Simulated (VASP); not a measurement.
# CoO (R-3m) in VASP: notebook, part 2 of 2

VASP 6.6.1.

**3. Single point, PBE+U, collinear spin, ferromagnetic start (9.51 Å³/atom)**

This run uses another cell than the first one, of 9.51 Å³/atom.

INCAR

```
PREC = Accurate ; ENCUT = 520
EDIFF = 1E-6 ; ISMEAR = 0
SIGMA = 0.02 ; LREAL = F
LASPH = T ; NELM = 150
ALGO = Normal ; ISIF = 2
LWAVE = F ; LCHARG = F
ISPIN = 2 ; MAGMOM = 2.88 0.24
LORBIT = 11 ; LMAXMIX = 4
LDAU = T ; LDAUTYPE = 2
LDAUL = 2 -1 ; LDAUU = 3.32 0
LDAUJ = 0 0 ; LDAUPRINT = 1
GGA = PE ; NBANDS = 18
```

KPOINTS

```
Automatic mesh
0
Gamma
  12 12 12
```

POSCAR

```
CoO
1.0
    1.5053762128      0.8691293617      2.4230115091
   -1.5053762128      0.8691293617      2.4230115091
    0.0000000000     -1.7382587233      2.4230115092
Co O
1 1
Direct
    0.0000000000      0.0000000000      0.0000000000
    0.5000000000      0.5000000000      0.5000000000
```

Potentials or basis: VASP PAW PBE potentials, release 64 (Co, O).

Run with:

```
$ cat potpaw_PBE.64/Co/POTCAR potpaw_PBE.64/O/POTCAR > POTCAR
$ mpirun -np 1 vasp_std > vasp.out
```

OUTCAR:

```text
PREC = Accurate
   ENCUT = 520
   EDIFF = 1E-6
   ISMEAR = 0
   LREAL = F
   LASPH = T
   NELM = 150
   ISIF = 2
   ISPIN = 2
   LORBIT = 11
   GGA = PE

 ion  position               nearest neighbor table
   1  0.000  0.000  0.000-   2 2.12   2 2.12   2 2.12   2 2.12   2 2.12   2 2.12
   2  0.500  0.500  0.500-   1 2.12   1 2.12   1 2.12   1 2.12   1 2.12   1 2.12

  LATTYP: Found a trigonal (rhomboedric) cell.
 ALAT       =     2.9820342323
 COS(alpha) =     0.4903232240

  Lattice vectors:

 A1 = (   1.5053762128,   0.8691293617,   2.4230115091)
 A2 = (  -1.5053762128,   0.8691293617,   2.4230115091)
 A3 = (   0.0000000000,  -1.7382587233,   2.4230115092)

Analysis of symmetry for initial positions (statically):
=====================================================================
 Subroutine PRICEL returns:
 Original cell was already a primitive cell.

 Routine SETGRP: Setting up the symmetry group for a
 trigonal (rhombohedral) supercell.

[... 222 lines left out ...]
 fundamental gap:      0.0133509880
 Fermi energy:         7.9285112139

 spin component 1

 k-point     1 :       0.0000    0.0000    0.0000
  band No.  band energies     occupation
      1     -12.0272      1.00000
      2       3.0030      1.00000
      3       3.0030      1.00000
      4       3.2001      1.00000
      5       3.2001      1.00000
      6       3.9197      1.00000
[... 1001 lines left out ...]
     17      36.4152      0.00000
     18      38.0664      0.00000

 [... further k-points ...]
[... 5 lines left out ...]
  --------------------------------------------------------------------------------------
  -------------------------------------------------------------------------------------
  Total        0.4107227      0.4107227      0.2811547      0.0000000     -0.0000000     -0.0000000
  in kB       34.5957730     34.5957730     23.6820775      0.0000000     -0.0000000     -0.0000000
  external PRESSURE =      30.9578745 kB  Pullay stress =       0.0000000 kB

 VOLUME and BASIS-vectors are now :
 -----------------------------------------------------------------------------
  energy-cutoff  :      520.00
  volume of cell :       19.02
      direct lattice vectors                 reciprocal lattice vectors
     1.505376213  0.869129362  2.423011509     0.332142886  0.191762785  0.137569851
    -1.505376213  0.869129362  2.423011509    -0.332142886  0.191762785  0.137569851
     0.000000000 -1.738258723  2.423011509     0.000000000 -0.383525569  0.137569851

 POSITION                                       TOTAL-FORCE (eV/Angst)
 -----------------------------------------------------------------------------------
      0.00000      0.00000      0.00000         0.000000     -0.000000      0.000000
      0.00000      0.00000      3.63452        -0.000000      0.000000      0.000000
 -----------------------------------------------------------------------------------
    total drift:                               -0.000000      0.000000     -0.000000

  FREE ENERGIE OF THE ION-ELECTRON SYSTEM (eV)
  ---------------------------------------------------
  free  energy   TOTEN  =       -11.4854423141 eV

  energy  without entropy=      -11.4851675432  energy(sigma->0) =      -11.48530493

 total charge

# of ion       s       p       d       tot
------------------------------------------
    1        0.303   0.374   7.152   7.829
    2        1.553   3.457   0.000   5.010
--------------------------------------------------
tot          1.855   3.831   7.152  12.839

 magnetization (x)

# of ion       s       p       d       tot
------------------------------------------
    1        0.021   0.017   2.687   2.726
    2        0.023   0.232   0.000   0.255
--------------------------------------------------
tot          0.044   0.249   2.687   2.981
```

OSZICAR:

```text
N       E                     dE             d eps       ncg     rms          rms(c)
DAV:   1     0.823893778884E+02    0.82389E+02   -0.68432E+03 14080   0.978E+02
DAV:   2    -0.809210451625E+01   -0.90481E+02   -0.77810E+02 14366   0.224E+02
DAV:   3    -0.132556158385E+02   -0.51635E+01   -0.50721E+01 15662   0.576E+01
[... 11 lines left out ...]
DAV:  15    -0.114854253098E+02   -0.12571E-03   -0.10267E-03 18034   0.321E-01    0.303E-02
DAV:  16    -0.114854386098E+02   -0.13300E-04   -0.55118E-05 17522   0.752E-02    0.166E-02
DAV:  17    -0.114854408421E+02   -0.22323E-05   -0.41079E-06 14996   0.353E-02    0.657E-03
DAV:  18    -0.114854422982E+02   -0.14562E-05   -0.77854E-06 11800   0.188E-02    0.179E-03
DAV:  19    -0.114854423141E+02   -0.15870E-07   -0.27889E-07  7776   0.605E-03
   1 F= -.11485442E+02 E0= -.11485305E+02  d E =-.274771E-03  mag=     3.0000
```

Run time: 53 s. Hardware: 1 thread of Intel Xeon 6975P-C (Granite Rapids), shared host; peak memory 0.22 GiB.

What came out:

```
Free energy                                           : -11.4854 eV
Pressure                                              : 3.1 GPa
Band gap on the k mesh                                : zero (filled and empty bands overlap)
Net moment                                            : 3.00 μB per cell
Site moments                                          : Co +2.73; O +0.26 μB
Valence electrons inside the program's atomic spheres : Co 7.83; O 5.01
```

Stress tensor (GPa, compression positive):
```
3.46 0.00 0.00
0.00 3.46 0.00
0.00 0.00 2.37
```

Eigenvalues of the final occupation matrices:
```
    site  spin  trace               eigenvalues
site 1 d     1   4.93  0.97 0.97 0.97 1.01 1.01
site 1 d     2   2.24  0.13 0.13 0.51 0.51 0.96
```

Caveat: the cell stands under pressure; a cell with one magnetic atom can't hold antiferromagnetic order, which such compounds often take. The state reached can hang on the start; a lower one may exist.

**4. Single point, PBE+U, collinear spin, ferromagnetic start (9.81 Å³/atom)**

This run uses another cell than the first one, of 9.81 Å³/atom.

INCAR

```
SYSTEM = CoO
PREC = Accurate
ENCUT = 520
EDIFF = 1E-6
ISMEAR = 0
SIGMA = 0.02
LREAL = .False.
LASPH = .True.
NELM = 150
ALGO = Normal
ISIF = 2
LWAVE = .False.
LCHARG = .False.
ISPIN = 2
MAGMOM = 2.88 0.24
LORBIT = 11
LMAXMIX = 4
LDAU = .True.
LDAUTYPE = 2
LDAUL = 2 -1
LDAUU = 3.32 0
LDAUJ = 0 0
LDAUPRINT = 1
GGA = PE
NBANDS = 18
```

KPOINTS

```
regular mesh
0
Gamma
  12 12 12
  0 0 0
```

POSCAR

```
CoO
1.0
    1.5212234427      0.8782787642      2.4485187679
   -1.5212234427      0.8782787642      2.4485187679
    0.0000000000     -1.7565575283      2.4485187679
Co O
1 1
Direct
    0.0000000000      0.0000000000      0.0000000000
    0.5000000000      0.5000000000      0.5000000000
```

Run with:

```
$ cat potpaw_PBE.64/Co/POTCAR potpaw_PBE.64/O/POTCAR > POTCAR
$ mpirun -np 1 vasp_std > vasp.out
```

Run time: 51 s. Hardware: 1 thread of Intel Xeon 6975P-C (Granite Rapids), shared host; peak memory 0.23 GiB.

The run converged. Its results:

* Free energy: -11.4867 eV
* Pressure: -2.6 GPa
* Band gap on the k mesh: zero (filled and empty bands overlap)
* Net moment: 3.00 μB per cell
* Site moments: Co +2.73; O +0.25 μB
* Valence electrons inside the program's atomic spheres: Co 7.78; O 4.99

Stress tensor (GPa, compression positive):
```
-2.34  0.00  0.00
 0.00 -2.34  0.00
 0.00  0.00 -3.15
```

Levels at points of the mesh, in eV from the Fermi level:
Spin up:
| k point | band 6 | band 7 | band 8 | band 9 | band 10 | band 11 | band 12 | band 13 |
| --- | --- | --- | --- | --- | --- | --- | --- | --- |
| (0.00, 0.00, 0.00) | -3.97 | -2.70 | -2.70 | -2.58 | 1.17 | 17.03 | 17.10 | 17.10 |
| (0.50, 0.00, 0.00) | -3.54 | -3.03 | -0.50 | -0.45 | 5.28 | 9.38 | 13.46 | 13.73 |
| (0.50, 0.50, 0.00) | -3.94 | -3.82 | -3.81 | -3.27 | 5.91 | 10.04 | 11.03 | 15.67 |
| (0.50, 0.50, 0.50) | -4.08 | -2.52 | -0.48 | -0.48 | 5.21 | 9.59 | 13.27 | 13.27 |
Spin down:
```tsv
k point	band 2	band 3	band 4	band 5	band 6	band 7	band 8	band 9	band 10	band 11
(0.00, 0.00, 0.00)	-2.51	-2.22	-2.22	-2.12	-0.87	-0.87	1.52	1.52	1.71	16.91
(0.50, 0.00, 0.00)	-7.19	-4.08	-3.84	-1.44	-0.01	0.51	3.76	3.87	5.57	10.20
(0.50, 0.50, 0.00)	-5.98	-3.48	-3.37	-2.76	-0.54	0.25	2.09	2.33	6.87	10.46
(0.50, 0.50, 0.50)	-7.38	-4.12	-4.12	-1.09	0.40	0.40	3.76	3.76	5.49	10.33
```

Eigenvalues of the final occupation matrices:
| site | spin | trace | eigenvalues |
| --- | --- | --- | --- |
| site 1 d | 1 | 4.92 | 0.97 0.97 0.97 1.01 1.01 |
| site 1 d | 2 | 2.23 | 0.12 0.12 0.51 0.51 0.96 |

Caveat: a cell with one magnetic atom can't hold antiferromagnetic order, which such compounds often take.

**5. Summary**

| cell | gap on the mesh (eV) | pressure (GPa) | moment (μB) |
| --- | --- | --- | --- |
| a = 2.950 Å, angles 60.6°, 2 atoms | none | 9.9 | 3.00 |
| a = 2.982 Å, angles 60.6°, 2 atoms | none | 3.1 | 3.00 |
| a = 3.013 Å, angles 60.6°, 2 atoms | none | -2.6 | 3.00 |

Alike in all rows: task single point; level PBE+U; potentials or basis VASP PAW PBE potentials, release 64 (Co, O); spin collinear, ferromagnetic start; Co d U = 3.32 eV; k mesh 12 × 12 × 12; cutoff (eV) 520; smearing gaussian 0.02 eV.

Caveats: a cell with one magnetic atom can't hold antiferromagnetic order, which such compounds often take; the cell stands under pressure (at least some runs).

Total energies depend on the potentials used, so only differences within one code and one set of settings carry meaning.
